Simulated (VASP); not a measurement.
# AlN (R-3m) in VASP: single point with HSE06

Aim: the single point of AlN with HSE06.

Everything below comes from runs of VASP 6.6.1. Logs are shortened: lines on timing, memory, paths and dates and some standing lists are left out, and cuts for length are marked.

## 1. The cell of the first run

It takes space group R-3m (No. 166, trigonal). Conventional cell: a = 2.941 Å, b = 2.941 Å, c = 6.965 Å, α = 90.00°, β = 90.00°, γ = 120.00°. Within 2.7 Å of Al (site symmetry -3m) lie 6 N at 2.06 Å. Within 2.7 Å of N (site symmetry -3m) lie 6 Al at 2.06 Å.

## 2. Single point, HSE06 (epitaxial 111 strain +3.0%)

The input, POSCAR:

```
AlN
1.0
   -0.0458542200      2.0335802857      2.0335802857
    2.0335802857     -0.0458542200      2.0335802857
    2.0335802857      2.0335802857     -0.0458542200
Al N
1 1
Direct
    0.0000000000      0.0000000000      0.0000000000
    0.5000000000      0.5000000000      0.5000000000
```

The input, INCAR.step1:

```
SYSTEM = AlN
ALGO = Normal
EDIFF = 1E-5
ENCUT = 520
GGA = PE
ISIF = 2
ISMEAR = 0
LASPH = .True.
LCHARG = .False.
LREAL = .False.
LWAVE = .True.
NBANDS = 11
NELM = 80
PREC = Accurate
SIGMA = 0.01
```

The input, INCAR.step2:

```
SYSTEM = AlN
ALGO = Normal
EDIFF = 1E-6
ENCUT = 520
GGA = PE
HFSCREEN = 0.2079
ISIF = 2
ISMEAR = 0
ISTART = 1
LASPH = .True.
LCHARG = .False.
LHFCALC = .True.
LREAL = .False.
LWAVE = .False.
NBANDS = 11
NELM = 80
PREC = Accurate
PRECFOCK = Normal
SIGMA = 0.01
```

The input, KPOINTS:

```
k-points
0
Gamma
  8 8 8
  0 0 0
```

Potentials or basis: VASP PAW PBE potentials, release 64 (Al, N).

Run with:

```
$ cat potpaw_PBE.64/Al/POTCAR potpaw_PBE.64/N/POTCAR > POTCAR
$ cp INCAR.step1 INCAR
$ mpirun -np 1 vasp_std > vasp.out
$ cp INCAR.step2 INCAR
$ mpirun -np 1 vasp_std > vasp.out
```

OUTCAR:

```text
SYSTEM = AlN
   EDIFF = 1E-6
   ENCUT = 520
   GGA = PE
   HFSCREEN = 0.2079
   ISIF = 2
   ISMEAR = 0
   ISTART = 1
   LASPH = .True.
   LHFCALC = .True.
   LREAL = .False.
   NELM = 80
   PREC = Accurate
   PRECFOCK = Normal

 ion  position               nearest neighbor table
   1  0.000  0.000  0.000-   2 2.06   2 2.06   2 2.06   2 2.06   2 2.06   2 2.06
   2  0.500  0.500  0.500-   1 2.06   1 2.06   1 2.06   1 2.06   1 2.06   1 2.06

  LATTYP: Found a trigonal (rhomboedric) cell.
 ALAT       =     2.8762823516
 COS(alpha) =     0.4773301370

  Lattice vectors:

 A1 = (  -0.0458542200,   2.0335802857,   2.0335802857)
 A2 = (   2.0335802857,  -0.0458542200,   2.0335802857)
 A3 = (   2.0335802857,   2.0335802857,  -0.0458542200)

Analysis of symmetry for initial positions (statically):
=====================================================================
 Subroutine PRICEL returns:
 Original cell was already a primitive cell.

 Routine SETGRP: Setting up the symmetry group for a
 trigonal (rhombohedral) supercell.

 Subroutine GETGRP returns: Found 12 space group operations
 (whereof 12 operations were pure point group operations)
 out of a pool of 12 trial point group operations.

The static configuration has the point symmetry D_3d.

Analysis of symmetry for dynamics (positions and initial velocities):
=====================================================================
 Subroutine PRICEL returns:
 Original cell was already a primitive cell.

 Routine SETGRP: Setting up the symmetry group for a
 trigonal (rhombohedral) supercell.

 Subroutine GETGRP returns: Found 12 space group operations
 (whereof 12 operations were pure point group operations)
 out of a pool of 12 trial point group operations.

The dynamic configuration has the point symmetry D_3d.

 Subroutine INISYM returns: Found 12 space group operations
 (whereof 12 operations are pure point group operations),
 and found     1 'primitive' translations

----------------------------------------------------------------------------------------

                                     Primitive cell

  volume of cell :      17.3883

  direct lattice vectors                    reciprocal lattice vectors
    -0.045854220  2.033580286  2.033580286    -0.237708180  0.243191794  0.243191794
     2.033580286 -0.045854220  2.033580286     0.243191794 -0.237708180  0.243191794
     2.033580286  2.033580286 -0.045854220     0.243191794  0.243191794 -0.237708180

  length of vectors
     2.876282352  2.876282352  2.876282352     0.418078553  0.418078553  0.418078553

  position of ions in fractional coordinates (direct lattice)
     0.000000000  0.000000000  0.000000000
     0.500000000  0.500000000  0.500000000

  ion indices of the primitive-cell ions
   primitive index   ion index
                 1           1
                 2           2

----------------------------------------------------------------------------------------

 KPOINTS: k-points

Automatic generation of k-mesh.
 Grid dimensions read from file:
 generate k-points for:    8    8    8

 Generating k-lattice:

  Cartesian coordinates                     Fractional coordinates (reciprocal lattice)
    -0.029713522  0.030398974  0.030398974     0.125000000  0.000000000 -0.000000000
     0.030398974 -0.029713522  0.030398974     0.000000000  0.125000000 -0.000000000
     0.030398974  0.030398974 -0.029713522     0.000000000  0.000000000  0.125000000

  Length of vectors
     0.052259819  0.052259819  0.052259819

  Shift w.r.t. Gamma in fractional coordinates (k-lattice)
     0.000000000  0.000000000  0.000000000

 Subroutine IBZKPT returns following result:
 ===========================================

 Found     65 irreducible k-points:

 Following reciprocal coordinates:
            Coordinates               Weight
  0.000000  0.000000  0.000000      1.000000
  0.125000  0.000000  0.000000      6.000000
  0.250000  0.000000  0.000000      6.000000
  0.375000  0.000000 -0.000000      6.000000
  0.500000  0.000000  0.000000      3.000000
  0.125000  0.125000  0.000000      6.000000
[... 16 lines left out ...]
  0.250000  0.125000  0.125000      6.000000
  0.375000  0.125000  0.125000      6.000000
 [... further k-points ...]
   k-points           NKPTS =     65   k-points in BZ     NKDIM =    512   number of bands    NBANDS=     11
   number of dos      NEDOS =    301   number of ions     NIONS =      2
   total plane-waves  NPLWV =  13824
   dimension x,y,z NGX =    24 NGY =   24 NGZ =   24
   dimension x,y,z NGXF=    48 NGYF=   48 NGZF=   48
   ions per type =               1   1
   NGX,Y,Z   is equivalent  to a cutoff of  13.87, 13.87, 13.87 a.u.
   NGXF,Y,Z  is equivalent  to a cutoff of  27.74, 27.74, 27.74 a.u.
 SYSTEM =  AlN
   PREC   = accura    normal or accurate (medium, high low for compatibility)
   ISTART =      1    job   : 0-new  1-cont  2-samecut
   ICHARG =      0    charge: 1-file 2-atom 10-const
   ISPIN  =      1    spin polarized calculation?
   LNONCOLLINEAR =      F non collinear calculations
   LSORBIT =      F    spin-orbit coupling
   LASPH  =      T    aspherical Exc in radial PAW
   ENCUT  =  520.0 eV  38.22 Ry    6.18 a.u.   5.35  5.35  5.35*2*pi/ulx,y,z
   NELM   =     80;   NELMIN=  2; NELMDL=  0     # of ELM steps
   EDIFF  = 0.1E-05   stopping-criterion for ELM
   LREAL  =      F    real-space projection
   EDIFFG = 0.1E-04   stopping-criterion for IOM
   NSW    =      0    number of steps for IOM
   IBRION =     -1    ionic relax: 0-MD 1-quasi-New 2-CG
   NFREE  =      0    steps in history (QN), initial steepest desc. (CG)
   ISIF   =      2    stress and relaxation
   ISYM   =      3    0-nonsym 1-usesym 2-fastsym
   POTIM  = 0.5000    time-step for ionic-motion
   TEBEG  =    0.0;   TEEND  =   0.0 temperature during run
   PSTRESS=    0.0 pullay stress
   NELECT =       8.0000    total number of electrons
   NUPDOWN=      -1.0000    fix difference up-down
   EMIN   =  10.00;   EMAX   =-10.00  energy-range for DOS
   EFERMI =   0.00;   METHOD = LEGACY
   ISMEAR =     0;   SIGMA  =   0.01  broadening in eV -4-tet -1-fermi 0-gaus
   EFERMI_NEDOS =   21; number of points for ismear=-14 and -15
   IALGO  =     38    algorithm
   IMIX   =      1    mixing-type and parameters
     AMIX     =   0.40;   BMIX     =  1.00
     AMIX_MAG =   1.60;   BMIX_MAG =  1.00
  volume/ion in A,a.u.               =       8.69        58.67
  Fermi-wavevector in a.u.,A,eV,Ry     =   1.263821  2.388276 21.731822  1.597244
  Thomas-Fermi vector in A             =   2.397158
   LORBIT       =      0    0 simple, 1 ext, 2 COOP (PROOUT), +10 PAW based schemes
   GGA     = PE    functional components
   LHFCALC =     T    Hartree Fock is set to
   PRECFOCK=normal    Normal, Fast or Accurate (Low or Medium for compatibility)
   ENCUT4O =  -1.0   cutoff for four orbital integrals eV
   NKREDX  =     1    reduce k-point grid by
   NKREDY  =     1    reduce k-point grid by
   NKREDZ  =     1    reduce k-point grid by
   AEXX    =    0.2500 exact exchange contribution
   HFSCREEN=    0.2079 screening length (either q_TF or 0.3 A-1)
   HFSCREENC=   0.2079 screening length for correlation (either q_TF or 0.3 A-1)
   ENCUTFOCK=  -1.0 apply spherical cutoff to Coloumb kernel
   IVDW    =     0    specifies the selected vdW correction
   LEPSILON=     F    determine dielectric tensor
   LRPA    =     F    only Hartree local field effects (RPA)
 non-spin polarized calculation
 Gauss-broadening in eV      SIGMA  =   0.01
  energy-cutoff  :      520.00
  volume of cell :       17.39
 maximum number of plane-waves:       495
 NGX is ok and might be reduce to    24
  NGX = 18; NGY = 18; NGZ = 18

 number of electron       8.0000001 magnetization

 Free energy of the ion-electron system (eV)
  ---------------------------------------------------
  ext. energy  EPLUGINS =         0.00000000
  ---------------------------------------------------
  free energy    TOTEN  =       -17.06034766 eV

  energy without entropy =      -17.06034766  energy(sigma->0) =      -17.06034766

 E-fermi :   8.9260     XC(G=0):  -9.8750

 val. band max:        8.7678262061   @ k =   0.0000   0.0000   0.0000
 cond. band min:      13.8189078347   @ k =   0.5000   0.5000   0.0000
 fundamental gap:      5.0510816286
 Fermi energy:         8.9259762223

 k-point     1 :       0.0000    0.0000    0.0000
  band No.  band energies     occupation
      1     -10.2693      2.00000
      2       8.3399      2.00000
      3       8.3399      2.00000
      4       8.7678      2.00000
      5      14.8421      0.00000
      6      21.7379      0.00000
      7      21.7379      0.00000
      8      22.8501      0.00000
      9      27.0135      0.00000
     10      27.7918      0.00000
     11      27.7918      0.00000

 k-point     2 :       0.1250    0.0000    0.0000
  band No.  band energies     occupation
      1      -9.9480      2.00000
      2       6.7813      2.00000
      3       8.1740      2.00000
      4       8.5403      2.00000
      5      15.8309      0.00000
      6      20.7222      0.00000
      7      22.2010      0.00000
      8      23.0750      0.00000
      9      25.5285      0.00000
     10      25.9089      0.00000
     11      27.9526      0.00000

 k-point     3 :       0.2500    0.0000    0.0000
  band No.  band energies     occupation
      1      -9.0388      2.00000
      2       3.7860      2.00000
      3       7.8106      2.00000
      4       8.1292      2.00000
      5      16.4304      0.00000
      6      20.8137      0.00000
      7      22.0261      0.00000
      8      22.4533      0.00000
      9      25.6161      0.00000
     10      26.5647      0.00000
     11      27.0356      0.00000

 k-point     4 :       0.3750    0.0000   -0.0000
  band No.  band energies     occupation
      1      -7.7937      2.00000
      2       1.0124      2.00000
      3       7.4893      2.00000
      4       7.7691      2.00000
      5      15.9947      0.00000
      6      21.0107      0.00000
      7      21.4269      0.00000
      8      22.3417      0.00000
      9      26.1818      0.00000
     10      28.1726      0.00000
     11      29.3546      0.00000

 k-point     5 :       0.5000    0.0000    0.0000
  band No.  band energies     occupation
      1      -7.0624      2.00000
      2      -0.2628      2.00000
      3       7.3663      2.00000
      4       7.6310      2.00000
      5      15.7743      0.00000
      6      20.6113      0.00000
      7      21.0487      0.00000
      8      23.0499      0.00000
      9      26.0205      0.00000
     10      30.0730      0.00000
     11      31.2679      0.00000
[... 211 lines left out ...]
 k-point    21 :       0.5000    0.5000    0.0000
  band No.  band energies     occupation
      1      -6.0248      2.00000
      2       0.8227      2.00000
      3       5.3389      2.00000
      4       5.8043      2.00000
      5      13.8189      0.00000
      6      15.2605      0.00000
      7      23.9824      0.00000
      8      27.0006      0.00000
      9      27.2812      0.00000
     10      33.1512      0.00000
     11      35.7062      0.00000

 k-point    22 :       0.1250    0.1250    0.1250
  band No.  band energies     occupation
      1      -9.9270      2.00000
      2       7.2167      2.00000
      3       8.1419      2.00000
      4       8.1419      2.00000
      5      15.7017      0.00000
      6      21.3268      0.00000
      7      22.1321      0.00000
      8      22.1321      0.00000
      9      25.5628      0.00000
     10      25.5628      0.00000
     11      27.5507      0.00000

 k-point    23 :       0.2500    0.1250    0.1250
  band No.  band energies     occupation
      1      -9.3963      2.00000
      2       5.5299      2.00000
      3       7.3068      2.00000
      4       8.1521      2.00000
      5      16.7796      0.00000
      6      19.9751      0.00000
      7      22.2312      0.00000
      8      22.7945      0.00000
      9      23.2532      0.00000
     10      27.0342      0.00000
     11      28.8851      0.00000

 k-point    24 :       0.3750    0.1250    0.1250
  band No.  band energies     occupation
      1      -8.3501      2.00000
      2       2.8612      2.00000
      3       6.6117      2.00000
      4       7.7851      2.00000
      5      17.3428      0.00000
      6      20.3752      0.00000
      7      20.9268      0.00000
      8      21.7950      0.00000
      9      24.8837      0.00000
     10      28.8441      0.00000
     11      29.3229      0.00000

 [... further k-points ...]

------------------------ aborting loop because EDIFF is reached ----------------------------------------

  FORCE on cell =-STRESS in cart. coord.  units (eV):
  Direction    XX          YY          ZZ          XY          YZ          ZX
  --------------------------------------------------------------------------------------
  -------------------------------------------------------------------------------------
  Total       -1.6208742     -1.6208742     -1.6208742      0.7222976      0.7222976      0.7222976
  in kB     -149.3489702   -149.3489702   -149.3489702     66.5532287     66.5532287     66.5532287
  external PRESSURE =    -149.3489702 kB  Pullay stress =       0.0000000 kB

 VOLUME and BASIS-vectors are now :
 -----------------------------------------------------------------------------
  energy-cutoff  :      520.00
  volume of cell :       17.39
      direct lattice vectors                 reciprocal lattice vectors
    -0.045854220  2.033580286  2.033580286    -0.237708180  0.243191794  0.243191794
     2.033580286 -0.045854220  2.033580286     0.243191794 -0.237708180  0.243191794
     2.033580286  2.033580286 -0.045854220     0.243191794  0.243191794 -0.237708180

 POSITION                                       TOTAL-FORCE (eV/Angst)
 -----------------------------------------------------------------------------------
      0.00000      0.00000      0.00000         0.000000      0.000000     -0.000000
      2.01065      2.01065      2.01065         0.000000     -0.000000      0.000000
 -----------------------------------------------------------------------------------
    total drift:                                0.000000      0.000000      0.000000

  FREE ENERGIE OF THE ION-ELECTRON SYSTEM (eV)
  ---------------------------------------------------
  free  energy   TOTEN  =       -17.0603476574 eV

  energy  without entropy=      -17.0603476574  energy(sigma->0) =      -17.06034766
```

Run time: 58 min. Hardware: 1 thread of Intel Xeon Platinum 8259CL at 2.50GHz (Skylake/Cascade Lake), shared host; peak memory 0.26 GiB.

Results:

```
Free energy            : -17.0603 eV
Pressure               : -14.9 GPa
Band gap on the k mesh : 5.05 eV (least direct gap 6.07 eV)
```

Stress tensor (GPa, compression positive):
```
-14.93   6.66   6.66
  6.66 -14.93   6.66
  6.66   6.66 -14.93
```

Caveat: the cell differs from its parent crystal (epitaxial 111 strain +3.0%); the cell stands under tension; the structure was generated, so it needn't be the stable form of AlN; the PAW data sets were made with another functional, which shifts forces and pressure a little.
